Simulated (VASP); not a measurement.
Input of a VASP 6.6.1 run:

Contents of INCAR:

```
PREC = Accurate ; ENCUT = 450
EDIFF = 1E-5 ; ISMEAR = 0
SIGMA = 0.03 ; LREAL = Auto
LASPH = True ; NELM = 120
ALGO = Normal ; ISIF = 2
LWAVE = False ; LCHARG = False
ISPIN = 2 ; MAGMOM = 0 0 0 0 0 0 0 0 0 0 0 0 0 0 0 0 0 0 0 0 0 0 0 0 0 0 0 0 0 0 0 0
LORBIT = 11 ; NUPDOWN = 0
LMAXMIX = 4 ; GGA = PS
ISYM = 0 ; KPAR = 4
```

The input KPOINTS:

```
Automatic mesh
0
Gamma
  3 3 2
```

Contents of POSCAR:

```
Al15CoN16                               
1.0
    6.2200008610      0.0000000000      0.0000000000
   -3.1100004305      5.3866787572      0.0000000000
    0.0000000000      0.0000000000      9.9600000000
  Co              Al              N             
     1    15    16
Direct
     0.3341517704270011    0.1675337091565167    0.9986268575881685
     0.3333084205418342    0.1669409530537067    0.5008806357173993
     0.3379363147255389    0.6693135799170372    0.0024218680270976
     0.3339510972662337    0.6672380686215328    0.5003196588738066
     0.8339641960547760    0.1667853494807151    0.0019484193520286
     0.8339330870549705    0.1673855103684704    0.5003312334834322
     0.8342314921492290    0.6683784441478363    0.0017895668474089
     0.8342520243798512    0.6671848218070588    0.5001564605361865
     0.1648748101367810    0.3340946711668045    0.2496547545218947
     0.1686994961582306    0.3349962916813758    0.7516404109015153
     0.1653376916738098    0.8314039225744122    0.2493641839637951
     0.1685412995839319    0.8349688506858706    0.7515779124570001
     0.6649173311513612    0.3330972424968844    0.2489071407626827
     0.6687183504741792    0.3347287670578568    0.7509344471382082
     0.6671729768200897    0.8339379434412779    0.2516722080886704
     0.6680690483235984    0.8345314823067134    0.7506633865152035
     0.3277874094302373    0.1642741506264317    0.1902472888702413
     0.3346878730759592    0.1679867412414150    0.6920537909661256
     0.3347035766419281    0.6674185241787787    0.1926567685859928
     0.3345814263270291    0.6680694082177884    0.6914421200053485
     0.8317354611161482    0.1666423547430849    0.1923599254042243
     0.8352970110464106    0.1678571964727196    0.6913888731629833
     0.8320939939190466    0.6662934967801724    0.1922666274869010
     0.8352132861333771    0.6681279868546343    0.6912178275518631
     0.1672672189404861    0.3336686468383359    0.4409577166814423
     0.1670038057008919    0.3386334583756991    0.9435241307608662
     0.1676393802437668    0.8342918830474004    0.4406750349526277
     0.1672322010233522    0.8292054602514415    0.9432608251694683
     0.6656548040765845    0.3331267747808290    0.4404918619409739
     0.6756944291200940    0.3383775572267105    0.9404437720353233
     0.6674764723178163    0.8339956720128683    0.4421431643083005
     0.6693722439654421    0.8350950803876006    0.9415631273428269
```

Potentials or basis: VASP PAW PBE potentials, release 64 (Co, Al, N).

The run is started by

```bash
$ cat potpaw_PBE.64/Co/POTCAR potpaw_PBE.64/Al/POTCAR potpaw_PBE.64/N/POTCAR > POTCAR
$ mpirun -np 4 vasp_std > vasp.out
```

Task: Estimate the largest force.

Result: 0.443 eV/Å.

Forces in eV/Å, atoms in the order of the input:
```
Co   0.091  0.049 -0.078
Al   0.017  0.014 -0.038
Al   0.115  0.065  0.153
Al   0.021  0.016 -0.005
Al   0.040 -0.127  0.112
Al  -0.035 -0.005 -0.009
Al  -0.085  0.082  0.126
Al  -0.036 -0.023  0.000
Al  -0.015  0.036 -0.060
Al  -0.076  0.007 -0.014
Al   0.007 -0.022 -0.035
Al  -0.023 -0.074 -0.025
Al  -0.068 -0.057  0.003
Al   0.014  0.017 -0.203
Al  -0.023 -0.006 -0.007
Al   0.031  0.003 -0.017
N    0.349  0.200  0.000
N    0.023  0.006  0.039
N   -0.035 -0.009  0.003
N    0.042  0.001 -0.003
N   -0.007  0.004 -0.036
N   -0.009 -0.001 -0.007
N    0.001 -0.020 -0.040
N   -0.015  0.009  0.008
N    0.004 -0.010  0.012
N   -0.033 -0.072 -0.165
N   -0.021  0.008  0.030
N   -0.087  0.013 -0.124
N    0.025  0.019  0.056
N   -0.205 -0.121  0.374
N    0.005 -0.002 -0.004
N   -0.015  0.001 -0.046
```

Caveat: the k points lie up to 0.39 Å⁻¹ apart; the PAW data sets were made with another functional, which shifts forces and pressure a little; the total moment is fixed, so each spin has its own Fermi level.
